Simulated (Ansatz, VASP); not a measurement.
**Two plane-wave programs on SiC**

```
Si C
1.0
     3.09199    0.00000    0.02319
    -1.54599    2.67774   -0.01159
     0.03805    0.00000    5.07376
Si C
2 2
Direct
  0.33333 0.66667 0.00456
  0.66667 0.33333 0.50456
  0.33333 0.66667 0.38044
  0.66667 0.33333 0.88044
```

Change from the starting cell: strain +0.0150 x Voigt [0, 0, 0, 0, 1, 0], atoms carried along.

Alike in both runs: task single point; functional PBE; k mesh 12 × 12 × 6; occupations gaussian, width 0.05 eV; no spin polarisation.

```csv
,VASP,Ansatz
version,VASP 6.6.1,Ansatz 0.2.0
potentials or method,"VASP PAW PBE potentials, release 64 (Si, C), cutoff 520 eV","scalar-relativistic, plane waves, PAW"
valence electrons in the cell,16,16
```

|  | VASP | Ansatz | Ansatz less VASP |
| --- | --- | --- | --- |
| gap on the k mesh at the Fermi level (eV) | 2.29 | 2.29 | +0.003 |
| least direct gap on the mesh (eV) | 3.94 | 3.94 | +0.003 |
| pressure (GPa) | 0.0 | 0.0 | +0.05 |
| traceless stress, the component that is largest in VASP (GPa) | -2.45 | -2.44 | +0.007 |
| rms of the force components (eV/Å) | 0.047 | 0.047 | +0.0001 |

Atom by atom the forces differ by 0.000 eV/Å (rms over components).
